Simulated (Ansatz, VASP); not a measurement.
# NaHf3NbBi3 in VASP and in Ansatz

```
CELL_PARAMETERS angstrom
6.10993 0.00000 0.00000
-3.05497 5.29136 0.00000
0.00000 0.00000 6.75615
ATOMIC_POSITIONS crystal
Na 0.33333 0.66667 0.00000
Hf 0.54436 0.45564 0.50000
Hf 0.54436 0.08871 0.50000
Hf 0.91129 0.45564 0.50000
Nb 0.33333 0.66667 0.50000
Bi 0.66667 0.33333 0.17962
Bi 0.66667 0.33333 0.82038
Bi 0.00000 0.00000 0.00000
```

Alike in both runs: task relaxation of cell and atoms; functional PBE; k mesh 3 × 3 × 3; occupations gaussian, width 0.2 eV; no spin polarisation.

|  | VASP | Ansatz |
| --- | --- | --- |
| version | VASP 6.6.1 | Ansatz 0.2.0 |
| potentials or method | VASP PAW PBE potentials, release 64 (Na_pv, Hf_pv, Nb_sv, Bi_d), cutoff 500 eV | scalar-relativistic, plane waves, PAW |
| valence electrons in the cell | 95 | 145 |

```csv
,VASP,Ansatz,Ansatz less VASP
"gap on the k mesh at the Fermi level, each at its own relaxed structure (eV)",none,none,-
relaxed volume (Å³/atom),41.95,42.15,+0.197
relaxed cell length with the largest relative difference (Å),7.909,7.864,-0.0445
```

A gap of «none» marks a metal or a gap that the smearing closes. VASP's potentials hold 95 valence electrons a cell and Ansatz's 145, so a difference there can come from the potentials and not from the codes.

The k mesh is coarse, so the values compare programs but aren't converged. Neither program's run includes spin-orbit coupling. Noted on VASP's run: the volume moved by over 15 % at a fixed basis, so the end points are rough.
